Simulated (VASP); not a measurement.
# Te2Mo (Ama2) in VASP: a series of runs

Te2Mo is run at these levels: PBE+D3(BJ); tasks: single point.

All numbers are computed with VASP 6.6.1; they aren't measurements. Logs are shortened: lines on timing, memory, paths and dates and some standing lists are left out, and cuts for length are marked.

## (1) The cell of the first run

It takes space group Ama2 (No. 40, orthorhombic). The conventional cell has a = 13.701 Å, b = 6.056 Å, c = 3.496 Å, α = 90.00°, β = 90.00°, γ = 90.00°. Te (site symmetry 1) has 3 Mo at 2.42 to 3.06 Å within 3.2 Å. Mo (site symmetry m) has 6 Te at 2.42 to 3.06 Å within 3.2 Å.

## (2) Single point, PBE+D3(BJ) (all Mo atoms moved -0.500 Å, as atom 5 along Cartesian [1 0 0])

INCAR

```
SYSTEM = Te2Mo
  ALGO = Normal
  EDIFF = 1E-6
  ENCUT = 520
  GGA = PE
  ISIF = 2
  ISMEAR = 0
  IVDW = 12
  LASPH = .TRUE.
  LCHARG = .FALSE.
  LREAL = .FALSE.
  LWAVE = .FALSE.
  NBANDS = 35
  NELM = 80
  PREC = Accurate
  SIGMA = 0.05
```

KPOINTS

```
k-points
0
G
  12 12 2
  0 0 0
```

POSCAR

```
Te2Mo
1.0
    3.4964011497      0.0000000000      0.0000000000
   -1.7482005748      3.0279722174      0.0000000000
    0.0000000000      0.0000000000     13.7008448353
Te Mo
4 2
Direct
    0.3333333333      0.6666666667      0.6173401526
    0.6666666667      0.3333333333      0.1173401526
    0.3333333333      0.6666666667      0.8826598474
    0.6666666667      0.3333333333      0.3826598474
    0.1903291474      0.6666666667      0.2500000000
    0.5236624808      0.3333333333      0.7500000000
```

Potentials or basis: VASP PAW PBE potentials, release 64 (Te, Mo_sv).

Launch:

```console
$ cat potpaw_PBE.64/Te/POTCAR potpaw_PBE.64/Mo_sv/POTCAR > POTCAR
$ mpirun -np 1 vasp_std > vasp.out
```

OUTCAR:

```text
SYSTEM = Te2Mo
   EDIFF = 1E-6
   ENCUT = 520
   GGA = PE
   ISIF = 2
   ISMEAR = 0
   IVDW = 12
   LASPH = .TRUE.
   LREAL = .FALSE.
   NELM = 80
   PREC = Accurate
 IVDW          = 12

 ion  position               nearest neighbor table
   1  0.333  0.667  0.617-   6 2.42   6 2.76   6 3.06   3 3.64
   2  0.667  0.333  0.117-   5 2.42   5 2.76   5 3.06   4 3.64
   3  0.333  0.667  0.883-   6 2.42   6 2.76   6 3.06   1 3.64
   4  0.667  0.333  0.383-   5 2.42   5 2.76   5 3.06   2 3.64
   5  0.190  0.667  0.250-   2 2.42   4 2.42   2 2.76   4 2.76   2 3.06   4 3.06
   6  0.524  0.333  0.750-   1 2.42   3 2.42   1 2.76   3 2.76   1 3.06   3 3.06

  LATTYP: Found a hexagonal cell.
 ALAT       =     3.4964011497
 C/A-ratio  =     3.9185563237

  Lattice vectors:

 A1 = (   3.4964011497,   0.0000000000,   0.0000000000)
 A2 = (  -1.7482005748,   3.0279722174,   0.0000000000)
 A3 = (   0.0000000000,   0.0000000000,  13.7008448353)

Analysis of symmetry for initial positions (statically):
=====================================================================
 Subroutine PRICEL returns:
 Original cell was already a primitive cell.

 Routine SETGRP: Setting up the symmetry group for a
 hexagonal supercell.

 Subroutine GETGRP returns: Found  4 space group operations
 (whereof  2 operations were pure point group operations)
 out of a pool of 24 trial point group operations.

The static configuration has the point symmetry C_2 .
 The point group associated with its full space group is C_2v.

Analysis of symmetry for dynamics (positions and initial velocities):
=====================================================================
 Subroutine PRICEL returns:
 Original cell was already a primitive cell.

 Routine SETGRP: Setting up the symmetry group for a
 hexagonal supercell.

 Subroutine GETGRP returns: Found  4 space group operations
 (whereof  2 operations were pure point group operations)
 out of a pool of 24 trial point group operations.

The dynamic configuration has the point symmetry C_2 .
 The point group associated with its full space group is C_2v.

 Subroutine INISYM returns: Found  4 space group operations
 (whereof  2 operations are pure point group operations),
 and found     1 'primitive' translations

[... 102 lines left out ...]
   EDIFF  = 0.1E-05   stopping-criterion for ELM
   LREAL  =      F    real-space projection
   EDIFFG = 0.1E-04   stopping-criterion for IOM
   NSW    =      0    number of steps for IOM
   IBRION =     -1    ionic relax: 0-MD 1-quasi-New 2-CG
   NFREE  =      0    steps in history (QN), initial steepest desc. (CG)
   ISIF   =      2    stress and relaxation
   ISYM   =      2    0-nonsym 1-usesym 2-fastsym
   POTIM  = 0.5000    time-step for ionic-motion
   TEBEG  =    0.0;   TEEND  =   0.0 temperature during run
   PSTRESS=    0.0 pullay stress
   NELECT =      52.0000    total number of electrons
   NUPDOWN=      -1.0000    fix difference up-down
   EMIN   =  10.00;   EMAX   =-10.00  energy-range for DOS
   EFERMI =   0.00;   METHOD = LEGACY
   ISMEAR =     0;   SIGMA  =   0.05  broadening in eV -4-tet -1-fermi 0-gaus
   EFERMI_NEDOS =   21; number of points for ismear=-14 and -15
   IALGO  =     38    algorithm
   IMIX   =      4    mixing-type and parameters
     AMIX     =   0.40;   BMIX     =  1.00
     AMIX_MAG =   1.60;   BMIX_MAG =  1.00
  volume/ion in A,a.u.               =      24.18       163.14
  Fermi-wavevector in a.u.,A,eV,Ry     =   1.162972  2.197698 18.401920  1.352503
  Thomas-Fermi vector in A             =   2.299527
   LORBIT       =      0    0 simple, 1 ext, 2 COOP (PROOUT), +10 PAW based schemes
   GGA     = PE    functional components
   LHFCALC =     F    Hartree Fock is set to
   AEXX    =    0.0000 exact exchange contribution
   IVDW    =    12    specifies the selected vdW correction
   LEPSILON=     F    determine dielectric tensor
   LRPA    =     F    only Hartree local field effects (RPA)
 non-spin polarized calculation
 Gauss-broadening in eV      SIGMA  =   0.05
  energy-cutoff  :      520.00
  volume of cell :      145.05
 maximum number of plane-waves:      3974
 NGX is ok and might be reduce to    28
   NGX = 13   NGY = 13   NGZ = 51

 number of electron      51.9999999 magnetization

 Free energy of the ion-electron system (eV)
  ---------------------------------------------------
  ext. energy  EPLUGINS =         0.00000000
  ---------------------------------------------------
  free energy    TOTEN  =       -32.66771107 eV

  energy without entropy =      -32.66707142  energy(sigma->0) =      -32.66739124

 E-fermi :   9.2832     XC(G=0): -10.6284

 val. band max:        9.2494128467   @ k =  -0.3333   0.1667   0.0000
 cond. band min:       9.3226625562   @ k =   0.0000   0.4167   0.0000
 fundamental gap:      0.0732497095
 Fermi energy:         9.2831789846

 k-point     1 :       0.0000    0.0000    0.0000
  band No.  band energies     occupation
      1     -52.0458      2.00000
      2     -52.0458      2.00000
      3     -26.3849      2.00000
      4     -26.3848      2.00000
      5     -26.1662      2.00000
      6     -26.1662      2.00000
[... 901 lines left out ...]
     34      13.0697      0.00000
     35      13.0727      0.00000

 [... further k-points ...]

------------------------ aborting loop because EDIFF is reached ----------------------------------------

 Edisp (eV)   -3.32735

 E8    (eV) :    -1.5339

  FORCE on cell =-STRESS in cart. coord.  units (eV):
  Direction    XX          YY          ZZ          XY          YZ          ZX
  --------------------------------------------------------------------------------------
  -------------------------------------------------------------------------------------
  Total       2.78535     4.14254    14.57845     0.00000     0.00000     0.00000
  in kB      30.76590    45.75697   161.02799     0.00000     0.00000     0.00000
  external pressure =       79.18 kB  Pullay stress =        0.00 kB

 VOLUME and BASIS-vectors are now :
 -----------------------------------------------------------------------------
  energy-cutoff  :      520.00
  volume of cell :      145.05
      direct lattice vectors                 reciprocal lattice vectors
     3.496401150  0.000000000  0.000000000     0.286008372  0.165127010  0.000000000
    -1.748200575  3.027972217  0.000000000     0.000000000  0.330254021  0.000000000
     0.000000000  0.000000000 13.700844835     0.000000000  0.000000000  0.072988200

 POSITION                                       TOTAL-FORCE (eV/Angst)
 -----------------------------------------------------------------------------------
     -0.00000      2.01865      8.45808        -2.953642      0.752758     -2.088325
      1.74820      1.00932      1.60766        -2.953642     -0.752758     -2.088325
     -0.00000      2.01865     12.09319        -2.953642      0.752758      2.088325
      1.74820      1.00932      5.24276        -2.953642     -0.752758      2.088325
     -0.50000      2.01865      3.42521         5.907284      1.536781      0.000000
      1.24820      1.00932     10.27563         5.907284     -1.536781      0.000000
 -----------------------------------------------------------------------------------
    total drift:                               -0.000676      0.000000      0.000000

  FREE ENERGIE OF THE ION-ELECTRON SYSTEM (eV)
  ---------------------------------------------------
  free  energy   TOTEN  =       -35.9950584269 eV

  energy  without entropy=      -35.9944187770  energy(sigma->0) =      -35.99473860
```

OSZICAR:

```text
N       E                     dE             d eps       ncg     rms          rms(c)
DAV:   1     0.404471496934E+03    0.40447E+03   -0.27108E+04  6772   0.134E+03
DAV:   2    -0.121588324244E+02   -0.41663E+03   -0.40343E+03  7246   0.324E+02
DAV:   3    -0.332407502063E+02   -0.21082E+02   -0.20599E+02  7471   0.640E+01
DAV:   4    -0.337169537750E+02   -0.47620E+00   -0.47402E+00  6893   0.956E+00
DAV:   5    -0.337276039430E+02   -0.10650E-01   -0.10648E-01  7219   0.152E+00    0.239E+01
DAV:   6    -0.329708893303E+02    0.75671E+00   -0.33338E+00  6502   0.983E+00    0.954E+00
DAV:   7    -0.331043866184E+02   -0.13350E+00   -0.38520E+00  6339   0.828E+00    0.593E+00
DAV:   8    -0.326629207438E+02    0.44147E+00   -0.13405E+00  6310   0.564E+00    0.292E+00
DAV:   9    -0.326732318511E+02   -0.10311E-01   -0.14674E-01  7162   0.164E+00    0.145E+00
DAV:  10    -0.326675994758E+02    0.56324E-02   -0.24836E-02  6439   0.901E-01    0.752E-01
DAV:  11    -0.326677853168E+02   -0.18584E-03   -0.14359E-03  7055   0.185E-01    0.227E-01
DAV:  12    -0.326677960005E+02   -0.10684E-04   -0.16015E-04  6766   0.586E-02    0.239E-01
DAV:  13    -0.326677137602E+02    0.82240E-04   -0.22765E-04  6484   0.807E-02    0.583E-02
DAV:  14    -0.326677156709E+02   -0.19107E-05   -0.98546E-06  6315   0.130E-02    0.543E-02
DAV:  15    -0.326677145559E+02    0.11149E-05   -0.52667E-07  3685   0.425E-03    0.438E-02
DAV:  16    -0.326677112441E+02    0.33118E-05   -0.65071E-06  6009   0.132E-02    0.793E-03
DAV:  17    -0.326677110690E+02    0.17511E-06   -0.39138E-07  3460   0.311E-03
   1 F= -.35995058E+02 E0= -.35994739E+02  d E =-.639650E-03
```

stdout:

```text
POSCAR found type information on POSCAR TeMo
 POSCAR found :  2 types and       6 ions
 scaLAPACK will be used
 LDA part: xc-table for (Slater+PW92), standard interpolation
 POSCAR, INCAR and KPOINTS ok, starting setup
 FFT: planning ... GRIDC
 FFT: planning ... GRID_SOFT
 FFT: planning ... GRID
 WAVECAR not read
 entering main loop
```

Wall time 4.6 min (1 thread of Intel Xeon 6975P-C (Granite Rapids), shared host); peak memory 0.52 GiB.

Results:

- Free energy: -35.9951 eV
- Pressure: 7.9 GPa
- Largest force: 6.104 eV/Å
- Band gap on the k mesh: zero (band 26 reaches 9.57 eV, above the bottom of band 27 at 9.23 eV)
- Dispersion energy per atom: -0.555 eV

Forces in eV/Å, atoms in the order of the input:
```
Te  -2.954  0.753 -2.088
Te  -2.954 -0.753 -2.088
Te  -2.954  0.753  2.088
Te  -2.954 -0.753  2.088
Mo   5.907  1.537  0.000
Mo   5.907 -1.537  0.000
```

Caveat: the cell differs from its parent crystal (all Mo atoms moved -0.500 Å, as atom 5 along Cartesian [1 0 0]); spin-orbit coupling is left out, which moves the levels of the heavy elements; forces of over 1 eV/Å act on the atoms, so gaps and moduli don't describe the material at rest.

## (3) Single point, PBE+D3(BJ) (all Mo atoms moved -0.250 Å, as atom 5 along Cartesian [1 0 0])

INCAR

```
SYSTEM = Te2Mo
  PREC = Accurate
  ENCUT = 520
  EDIFF = 1E-6
  ISMEAR = 0
  SIGMA = 0.05
  LREAL = .FALSE.
  LASPH = .TRUE.
  NELM = 100
  ALGO = Normal
  ISIF = 2
  LWAVE = .FALSE.
  LCHARG = .FALSE.
  GGA = PE
  IVDW = 12
  NBANDS = 35
```

KPOINTS

```
Automatic mesh
0
G
  12 12 2
  0 0 0
```

POSCAR, as its differences from that of step 2:

```diff
@@ -12,3 +12,3 @@
     0.6666666667      0.3333333333      0.3826598474
-    0.1903291474      0.6666666667      0.2500000000
-    0.5236624808      0.3333333333      0.7500000000
+    0.2618312404      0.6666666667      0.2500000000
+    0.5951645737      0.3333333333      0.7500000000
```

Potentials or basis: VASP PAW PBE potentials, release 64 (Te, Mo_sv).

Launch:

```console
$ cat potpaw_PBE.64/Te/POTCAR potpaw_PBE.64/Mo_sv/POTCAR > POTCAR
$ mpirun -np 1 vasp_std > vasp.out
```

It took 4.4 min on 1 thread of Intel Xeon 6975P-C (Granite Rapids), shared host; peak memory 0.53 GiB.

Results (log left out):

```
Free energy                : -38.3707 eV
Pressure                   : 2.0 GPa
Largest force              : 3.397 eV/Å
Band gap on the k mesh     : 0.33 eV, indirect (least direct gap 0.90 eV)
Dispersion energy per atom : -0.554 eV
```

Forces on the atoms (eV/Å):
```
Te  -1.689  0.171 -0.537
Te  -1.689 -0.171 -0.537
Te  -1.689  0.171  0.537
Te  -1.689 -0.171  0.537
Mo   3.379  0.354  0.000
Mo   3.379 -0.354  0.000
```

Stress tensor (GPa, compression positive):
```
0.79 0.00 0.00
0.00 1.16 0.00
0.00 0.00 4.03
```

Levels at points of the mesh, in eV from the valence-band top:
```tsv
k point	band 24	band 25	band 26	band 27	band 28	band 29
(0.00, 0.00, 0.00)	-0.66	-0.36	-0.35	1.92	1.92	2.42
(0.50, 0.00, 0.00)	-1.38	-0.73	-0.33	0.88	1.07	1.16
(0.00, 0.50, 0.00)	-1.77	-0.44	0.00	0.90	1.04	1.23
(0.00, 0.00, 0.50)	-0.69	-0.35	-0.35	1.90	1.90	2.50
(0.50, 0.00, 0.50)	-1.36	-0.54	-0.51	0.88	1.08	1.33
(0.00, 0.50, 0.50)	-1.78	-0.19	-0.19	0.96	0.96	1.41
```

Caveat: the cell differs from its parent crystal (all Mo atoms moved -0.250 Å, as atom 5 along Cartesian [1 0 0]); spin-orbit coupling is left out, which moves the levels of the heavy elements; forces of over 1 eV/Å act on the atoms, so gaps and moduli don't describe the material at rest.
